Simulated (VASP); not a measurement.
Write the native input for VASP 6.6.1 that does the following.

| Property | Result |
| --- | --- |
| Task | relaxation of cell and atoms |
| Functional | PBE |
| Potentials or basis | VASP PAW PBE potentials, release 64 (Sb, S, Au) |
| Cutoff | 600 eV |
| k mesh | 6 × 6 × 6 |
| Occupations | gaussian, width 0.1 eV |
| Spin | no spin polarisation |
| Dipole correction | no |
| Further INCAR settings | ALGO = Normal; EDIFF = 1e-07; IBRION = 2; EDIFFG = -0.01; NSW = 100; ISIF = 3 |

The structure of SbAu3S3 lies in POSCAR:

```
SbAu3S3
1.0
    5.3742753295      0.0000000000      0.0000000000
    0.0000000000      3.4194398649      4.3579252707
    0.0000000000     -3.4194398649      4.3579252707
Sb S Au
1 3 3
Direct
    0.0000000000      0.8808393551      0.8808393551
    0.5000000000      0.9147699940      0.4087178374
    0.5000000000      0.4087178374      0.9147699940
    0.5000000000      0.7872418100      0.7872418100
    0.0000000000      0.4142046470      0.4142046470
    0.0000000000      0.9196236145      0.3757122720
    0.0000000000      0.3757122720      0.9196236145
```

One way to write it, as run:

INCAR

```
PREC = Accurate
ENCUT = 600
EDIFF = 1E-7
ISMEAR = 0
SIGMA = 0.1
LREAL = False
LASPH = True
NELM = 60
ALGO = Normal
ISIF = 3
LWAVE = False
LCHARG = False
GGA = PE
IBRION = 2
NSW = 100
EDIFFG = -0.01
LUSENCCL = False
```

KPOINTS

```
regular mesh
0
Gamma
  6 6 6
```

Potentials or basis: VASP PAW PBE potentials, release 64 (Sb, S, Au).

Launch:

```bash
$ cat potpaw_PBE.64/Sb/POTCAR potpaw_PBE.64/S/POTCAR potpaw_PBE.64/Au/POTCAR > POTCAR
$ mpirun -np 1 vasp_std > vasp.out
```

Results of the run:

```yaml
Relaxed_volume: 23.13 Å³/atom
Relaxed_cell: a = 5.432 Å, b = 5.487 Å, c = 5.487 Å, α = 81.85°, β = 90.00°, γ = 90.00°
Space_group_after_relaxing_to_0.05_Å: Amm2 (No. 38)
Energy_gained_by_relaxing: 10.2 meV/atom
Ionic_steps: 31
Pressure_after_relaxing: 0.0 GPa
Largest_force_after_relaxing: 0.005 eV/Å
Band_gap_on_the_k_mesh: zero (band 28 reaches 6.26 eV, above the bottom of band 29 at 4.51 eV)
```

Caveat: spin-orbit coupling is left out, which moves the levels of the heavy elements.

Run time: 36 min on 1 × NVIDIA H100 80GB with 1 thread of AMD EPYC 7R13 Processor (Zen 3), on a shared host, peak memory 1.5 GiB.
